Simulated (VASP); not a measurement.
# Be4CuGe (F-43m) in VASP: single point with PBE

Aim: the single point of Be4CuGe with PBE.

All numbers are computed with VASP 6.6.1; they aren't measurements. Logs are shortened: lines on timing, memory, paths and dates and some standing lists are left out, and cuts for length are marked.

### 1 The cell of the first run

It takes space group F-43m (No. 216, cubic). Conventional cell: a = 6.246 Å, b = 6.246 Å, c = 6.246 Å, α = 90.00°, β = 90.00°, γ = 90.00°. Be (site symmetry 3m) has 6 Be at 2.20 to 2.22 Å and 3 Cu at 2.59 Å and 3 Ge at 2.59 Å within 2.9 Å. Cu (site symmetry -43m) has 12 Be at 2.59 Å and 4 Ge at 2.70 Å within 3.4 Å. Within 3.4 Å of Ge (site symmetry -43m) lie 12 Be at 2.59 Å and 4 Cu at 2.70 Å.

### 2 Single point, PBE

Input file INCAR:

```
PREC     = Accurate       # precision mode
ENCUT    = 520            # plane-wave cutoff, eV
EDIFF    = 1E-7           # SCF threshold, eV
ISMEAR   = -1             # smearing method
SIGMA    = 0.1            # smearing width, eV
LREAL    = False          # projectors in reciprocal space
LASPH    = True           # aspherical terms in the spheres
NELM     = 60             # most SCF steps
ALGO     = Normal         # electronic algorithm
ISIF     = 2              # what is computed and relaxed
LWAVE    = False          # write WAVECAR
LCHARG   = True           # write CHGCAR
GGA      = PE             # functional
LELF     = True           # ELF
LVHAR    = True         
NBANDS   = 26             # bands
```

Input file KPOINTS:

```
Automatic mesh
0
Gamma
  6 6 6
```

Input file POSCAR:

```
Be4CuGe
1.0
    0.0000000000      3.1230460000      3.1230460000
    3.1230460000      0.0000000000      3.1230460000
    3.1230460000      3.1230460000      0.0000000000
Be Cu Ge
4 1 1
Direct
    0.3756870000      0.3756870000      0.3756870000
    0.8729390000      0.3756870000      0.3756870000
    0.3756870000      0.3756870000      0.8729390000
    0.3756870000      0.8729390000      0.3756870000
    0.7500000000      0.7500000000      0.7500000000
    0.0000000000      0.0000000000      0.0000000000
```

Potentials or basis: VASP PAW PBE potentials, release 64 (Be, Cu, Ge_d).

Command:

```console
$ cat potpaw_PBE.64/Be/POTCAR potpaw_PBE.64/Cu/POTCAR potpaw_PBE.64/Ge_d/POTCAR > POTCAR
$ mpirun -np 1 vasp_std > vasp.out
```

OUTCAR:

```text
PREC = Accurate
   ENCUT = 520
   EDIFF = 1E-7
   ISMEAR = -1
   LREAL = False
   LASPH = True
   NELM = 60
   ISIF = 2
   GGA = PE

 ion  position               nearest neighbor table
   1  0.376  0.376  0.376-   2 2.20   3 2.20   4 2.20   3 2.22   4 2.22   2 2.22   5 2.59   5 2.59
                             5 2.59   6 2.59   6 2.59   6 2.59
   2  0.873  0.376  0.376-   1 2.20   3 2.20   4 2.20   1 2.22   3 2.22   4 2.22   5 2.59   5 2.59
                             5 2.59   6 2.59   6 2.59   6 2.59
   3  0.376  0.376  0.873-   1 2.20   2 2.20   4 2.20   1 2.22   4 2.22   2 2.22   5 2.59   5 2.59
                             5 2.59   6 2.59   6 2.59   6 2.59
   4  0.376  0.873  0.376-   1 2.20   2 2.20   3 2.20   3 2.22   1 2.22   2 2.22   5 2.59   5 2.59
                             5 2.59   6 2.59   6 2.59   6 2.59
   5  0.750  0.750  0.750-   1 2.59   3 2.59   4 2.59   1 2.59   2 2.59   3 2.59   1 2.59   2 2.59
                             4 2.59   2 2.59   3 2.59   4 2.59   6 2.70   6 2.70   6 2.70   6 2.70
   6  0.000  0.000  0.000-   2 2.59   3 2.59   4 2.59   1 2.59   2 2.59   4 2.59   1 2.59   2 2.59
                             3 2.59   1 2.59   3 2.59   4 2.59   5 2.70   5 2.70   5 2.70   5 2.70

  LATTYP: Found a face centered cubic cell.
 ALAT       =     6.2460920000

  Lattice vectors:

 A1 = (   0.0000000000,   3.1230460000,   3.1230460000)
 A2 = (   3.1230460000,   0.0000000000,   3.1230460000)
 A3 = (   3.1230460000,   3.1230460000,   0.0000000000)

Analysis of symmetry for initial positions (statically):
=====================================================================
 Subroutine PRICEL returns:
 Original cell was already a primitive cell.

 Routine SETGRP: Setting up the symmetry group for a
 face centered cubic supercell.

 Subroutine GETGRP returns: Found 24 space group operations
 (whereof 24 operations were pure point group operations)
 out of a pool of 48 trial point group operations.

The static configuration has the point symmetry T_d .

Analysis of symmetry for dynamics (positions and initial velocities):
=====================================================================
 Subroutine PRICEL returns:
 Original cell was already a primitive cell.

 Routine SETGRP: Setting up the symmetry group for a
 face centered cubic supercell.

 Subroutine GETGRP returns: Found 24 space group operations
 (whereof 24 operations were pure point group operations)
 out of a pool of 48 trial point group operations.

The dynamic configuration has the point symmetry T_d .

 Subroutine INISYM returns: Found 24 space group operations
 (whereof 24 operations are pure point group operations),
 and found     1 'primitive' translations

----------------------------------------------------------------------------------------

                                     Primitive cell

  volume of cell :      60.9207

  direct lattice vectors                    reciprocal lattice vectors
     0.000000000  3.123046000  3.123046000    -0.160100107  0.160100107  0.160100107
     3.123046000  0.000000000  3.123046000     0.160100107 -0.160100107  0.160100107
     3.123046000  3.123046000  0.000000000     0.160100107  0.160100107 -0.160100107

  length of vectors
     4.416654009  4.416654009  4.416654009     0.277301520  0.277301520  0.277301520

  position of ions in fractional coordinates (direct lattice)
     0.375687000  0.375687000  0.375687000
     0.872939000  0.375687000  0.375687000
     0.375687000  0.375687000  0.872939000
     0.375687000  0.872939000  0.375687000
     0.750000000  0.750000000  0.750000000
     0.000000000  0.000000000  0.000000000

  ion indices of the primitive-cell ions
   primitive index   ion index
                 1           1
                 2           2
                 3           3
                 4           4
                 5           5
                 6           6

----------------------------------------------------------------------------------------

 KPOINTS: Automatic mesh

Automatic generation of k-mesh.
 Grid dimensions read from file:
 generate k-points for:    6    6    6

 Generating k-lattice:

  Cartesian coordinates                     Fractional coordinates (reciprocal lattice)
    -0.026683351  0.026683351  0.026683351     0.166666667  0.000000000  0.000000000
     0.026683351 -0.026683351  0.026683351     0.000000000  0.166666667  0.000000000
     0.026683351  0.026683351 -0.026683351     0.000000000  0.000000000  0.166666667

  Length of vectors
     0.046216920  0.046216920  0.046216920

  Shift w.r.t. Gamma in fractional coordinates (k-lattice)
     0.000000000  0.000000000  0.000000000

 Subroutine IBZKPT returns following result:
 ===========================================

 Found     16 irreducible k-points:

 Following reciprocal coordinates:
            Coordinates               Weight
  0.000000  0.000000  0.000000      1.000000
  0.166667  0.000000  0.000000      8.000000
  0.333333  0.000000  0.000000      8.000000
  0.500000  0.000000  0.000000      4.000000
  0.166667  0.166667  0.000000      6.000000
  0.333333  0.166667  0.000000     24.000000
[... 8 lines left out ...]
 -0.333333  0.333333  0.166667     24.000000
 -0.333333  0.500000  0.166667     12.000000
   k-points           NKPTS =     16   k-points in BZ     NKDIM =     16   number of bands    NBANDS=     26
   number of dos      NEDOS =    301   number of ions     NIONS =      6
   total plane-waves  NPLWV =  46656
   dimension x,y,z NGX =    36 NGY =   36 NGZ =   36
   dimension x,y,z NGXF=    72 NGYF=   72 NGZF=   72
   ions per type =               4   1   1
   NGX,Y,Z   is equivalent  to a cutoff of  13.55, 13.55, 13.55 a.u.
   NGXF,Y,Z  is equivalent  to a cutoff of  27.10, 27.10, 27.10 a.u.
 SYSTEM =  unknown system
   PREC   = accura    normal or accurate (medium, high low for compatibility)
   ISTART =      0    job   : 0-new  1-cont  2-samecut
   ICHARG =      2    charge: 1-file 2-atom 10-const
   ISPIN  =      1    spin polarized calculation?
   LNONCOLLINEAR =      F non collinear calculations
   LSORBIT =      F    spin-orbit coupling
   LASPH  =      T    aspherical Exc in radial PAW
   ENCUT  =  520.0 eV  38.22 Ry    6.18 a.u.   8.21  8.21  8.21*2*pi/ulx,y,z
   NELM   =     60;   NELMIN=  2; NELMDL= -5     # of ELM steps
   EDIFF  = 0.1E-06   stopping-criterion for ELM
   LREAL  =      F    real-space projection
   EDIFFG = 0.1E-05   stopping-criterion for IOM
   NSW    =      0    number of steps for IOM
   IBRION =     -1    ionic relax: 0-MD 1-quasi-New 2-CG
   NFREE  =      0    steps in history (QN), initial steepest desc. (CG)
   ISIF   =      2    stress and relaxation
   ISYM   =      2    0-nonsym 1-usesym 2-fastsym
   POTIM  = 0.5000    time-step for ionic-motion
   TEBEG  =    0.0;   TEEND  =   0.0 temperature during run
   PSTRESS=    0.0 pullay stress
   NELECT =      33.0000    total number of electrons
   NUPDOWN=      -1.0000    fix difference up-down
   EMIN   =  10.00;   EMAX   =-10.00  energy-range for DOS
   EFERMI =   0.00;   METHOD = LEGACY
   ISMEAR =    -1;   SIGMA  =   0.10  broadening in eV -4-tet -1-fermi 0-gaus
   EFERMI_NEDOS =   21; number of points for ismear=-14 and -15
   IALGO  =     38    algorithm
   IMIX   =      4    mixing-type and parameters
     AMIX     =   0.40;   BMIX     =  1.00
     AMIX_MAG =   1.60;   BMIX_MAG =  1.00
  volume/ion in A,a.u.               =      10.15        68.52
  Fermi-wavevector in a.u.,A,eV,Ry     =   1.334518  2.521873 24.231136  1.780938
  Thomas-Fermi vector in A             =   2.463293
   LORBIT       =      0    0 simple, 1 ext, 2 COOP (PROOUT), +10 PAW based schemes
   GGA     = PE    functional components
   LHFCALC =     F    Hartree Fock is set to
   AEXX    =    0.0000 exact exchange contribution
   IVDW    =     0    specifies the selected vdW correction
   LEPSILON=     F    determine dielectric tensor
   LRPA    =     F    only Hartree local field effects (RPA)
 non-spin polarized calculation
  energy-cutoff  :      520.00
  volume of cell :       60.92
 maximum number of plane-waves:      1676
 NGX is ok and might be reduce to    36
   NGX = 17   NGY = 17   NGZ = 17

 number of electron      32.9999977 magnetization

 Free energy of the ion-electron system (eV)
  ---------------------------------------------------
  ext. energy  EPLUGINS =         0.00000000
  ---------------------------------------------------
  free energy    TOTEN  =       -22.25849283 eV

  energy without entropy =      -22.19670618  energy(sigma->0) =      -22.22759950

 E-fermi :   7.9181     XC(G=0): -11.3587

 val. band max:        7.9001802959   @ k =   0.1667   0.1667   0.0000
 cond. band min:       7.9216806290   @ k =   0.5000   0.3333   0.1667
 fundamental gap:      0.0215003331
 Fermi energy:         7.9181069844

 k-point     1 :       0.0000    0.0000    0.0000
  band No.  band energies     occupation
      1     -17.3258      2.00000
      2     -17.3258      2.00000
      3     -17.3242      2.00000
      4     -17.3242      2.00000
      5     -17.3242      2.00000
      6      -4.8460      2.00000
[... 18 lines left out ...]
     25      11.8162      0.00000
     26      20.4489      0.00000

 k-point     2 :       0.1667    0.0000    0.0000
  band No.  band energies     occupation
      1     -17.3257      2.00000
      2     -17.3257      2.00000
      3     -17.3240      2.00000
      4     -17.3237      2.00000
      5     -17.3237      2.00000
      6      -4.5930      2.00000
[... 18 lines left out ...]
     25      13.7672      0.00000
     26      18.7857      0.00000

 k-point     3 :       0.3333    0.0000    0.0000
  band No.  band energies     occupation
      1     -17.3258      2.00000
      2     -17.3258      2.00000
      3     -17.3237      2.00000
      4     -17.3224      2.00000
      5     -17.3224      2.00000
      6      -3.8900      2.00000
[... 340 lines left out ...]
 k-point    15 :      -0.3333    0.3333    0.1667
  band No.  band energies     occupation
      1     -17.3258      2.00000
      2     -17.3248      2.00000
      3     -17.3231      2.00000
      4     -17.3227      2.00000
      5     -17.3210      2.00000
      6      -2.7596      2.00000
[... 18 lines left out ...]
     25      16.4280      0.00000
     26      17.7538      0.00000

 k-point    16 :      -0.3333    0.5000    0.1667
  band No.  band energies     occupation
      1     -17.3260      2.00000
      2     -17.3245      2.00000
      3     -17.3243      2.00000
      4     -17.3218      2.00000
      5     -17.3205      2.00000
      6      -2.5348      2.00000
[... 18 lines left out ...]
     25      15.3708      0.00000
     26      16.1961      0.00000

------------------------ aborting loop because EDIFF is reached ----------------------------------------

  FORCE on cell =-STRESS in cart. coord.  units (eV):
  Direction    XX          YY          ZZ          XY          YZ          ZX
  --------------------------------------------------------------------------------------
  -------------------------------------------------------------------------------------
  Total        0.1270484      0.1270484      0.1270484      0.0000000      0.0000000      0.0000000
  in kB        3.3412926      3.3412926      3.3412926      0.0000000      0.0000000      0.0000000
  external PRESSURE =       3.3412926 kB  Pullay stress =       0.0000000 kB

 VOLUME and BASIS-vectors are now :
 -----------------------------------------------------------------------------
  energy-cutoff  :      520.00
  volume of cell :       60.92
      direct lattice vectors                 reciprocal lattice vectors
     0.000000000  3.123046000  3.123046000    -0.160100107  0.160100107  0.160100107
     3.123046000  0.000000000  3.123046000     0.160100107 -0.160100107  0.160100107
     3.123046000  3.123046000  0.000000000     0.160100107  0.160100107 -0.160100107

 POSITION                                       TOTAL-FORCE (eV/Angst)
 -----------------------------------------------------------------------------------
      2.34658      2.34658      2.34658         0.016453      0.016453      0.016453
      2.34658      3.89952      3.89952         0.016453     -0.016453     -0.016453
      3.89952      3.89952      2.34658        -0.016453     -0.016453      0.016453
      3.89952      2.34658      3.89952        -0.016453      0.016453     -0.016453
      4.68457      4.68457      4.68457         0.000000      0.000000      0.000000
      0.00000      0.00000      0.00000         0.000000      0.000000      0.000000
 -----------------------------------------------------------------------------------
    total drift:                                0.000000      0.000000      0.000000

  FREE ENERGIE OF THE ION-ELECTRON SYSTEM (eV)
  ---------------------------------------------------
  free  energy   TOTEN  =       -22.2584928255 eV

  energy  without entropy=      -22.1967061806  energy(sigma->0) =      -22.22759950
```

Run time: 19 s. Hardware: 1 thread of Intel Xeon 6975P-C (Granite Rapids), shared host; peak memory 0.21 GiB.

Results:

- Free energy: -22.2585 eV
- Pressure: 0.3 GPa
- Largest force: 0.028 eV/Å

Forces on the atoms (eV/Å):
```
Be   0.016  0.016  0.016
Be   0.016 -0.016 -0.016
Be  -0.016 -0.016  0.016
Be  -0.016  0.016 -0.016
Cu   0.000  0.000  0.000
Ge   0.000  0.000  0.000
```
